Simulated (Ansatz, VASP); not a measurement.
## One calculation of SnSe2, two programs

Contents of INCAR:

```
SYSTEM = SnSe2
  PREC = Accurate
  ENCUT = 520
  EDIFF = 1E-7
  ISMEAR = 0
  SIGMA = 0.03
  LREAL = .False.
  LASPH = .True.
  NELM = 100
  ALGO = Normal
  ISIF = 2
  LWAVE = .False.
  LCHARG = .True.
  GGA = PE
  IVDW = 12
  LELF = .True.
  LVHAR = .True.
  NBANDS = 20
```

KPOINTS

```
regular mesh
0
Gamma
  12 12 6
  0 0 0
```

File POSCAR:

```
SnSe2
1.0
    3.7430723807      0.0000000000      0.0000000000
   -1.8715361904      3.2415957699      0.0000000000
    0.0000000000      0.0000000000      5.8613403327
Sn Se
1 2
Direct
    0.0000000000      0.0000000000      0.0000000000
    0.3333333333      0.6666666667      0.2651529960
    0.6666666667      0.3333333333      0.7348470040
```

Input for Ansatz:

```yaml
crystal:
  lattice:
    - [3.7430723807, 0.0, 0.0]
    - [-1.8715361904, 3.2415957699, 0.0]
    - [0.0, 0.0, 5.8613403327]
  atoms:
    - { symbol: Sn, position: [0.0, 0.0, 0.0] }
    - { symbol: Se, position: [0.3333333333, 0.6666666667, 0.265152996] }
    - { symbol: Se, position: [0.6666666667, 0.3333333333, 0.734847004] }
basis:
  ecutwfc: 420
kpoints:
  mp_grid: { grid: [12, 12, 6] }
hamiltonian:
  xc: pbe
  dispersion: d3bj
scf:
  occupations: { method: gaussian, width: 0.03 }
output:
  forces: true
  stress: true
  eigenvalues: true
```

Change from the starting cell: strain -0.025 along x and y, -0.025 along z, atoms carried along.

Alike in both runs: task single point; functional PBE; dispersion D3(BJ); k mesh 12 × 12 × 6; occupations gaussian, width 0.03 eV; no spin polarisation.

```csv
,VASP,Ansatz
version,VASP 6.6.1,Ansatz 0.2.0
potentials or method,"VASP PAW PBE potentials, release 64 (Sn_d, Se), cutoff 520 eV","scalar-relativistic, plane waves, PAW"
valence electrons in the cell,26,46
```

VASP gave:

| Quantity | Value |
| --- | --- |
| gap on the k mesh at the Fermi level (eV) | 0.41 |
| least direct gap on the mesh (eV) | 1.13 |
| pressure (GPa) | 6.2 |
| traceless stress, the component that is largest in VASP (GPa) | 0.05 |
| rms of the force components (eV/Å) | 0.323 |

Problem. Estimate Ansatz's values.

Solution. gap on the k mesh at the Fermi level (eV): 0.42; least direct gap on the mesh (eV): 1.14; pressure (GPa): 6.1; traceless stress, the component that is largest in VASP (GPa): 0.04; rms of the force components (eV/Å): 0.314.

Atom by atom the forces differ by 0.009 eV/Å (rms over components). VASP's potentials hold 26 valence electrons a cell and Ansatz's 46, so a difference there can come from the potentials and not from the codes.
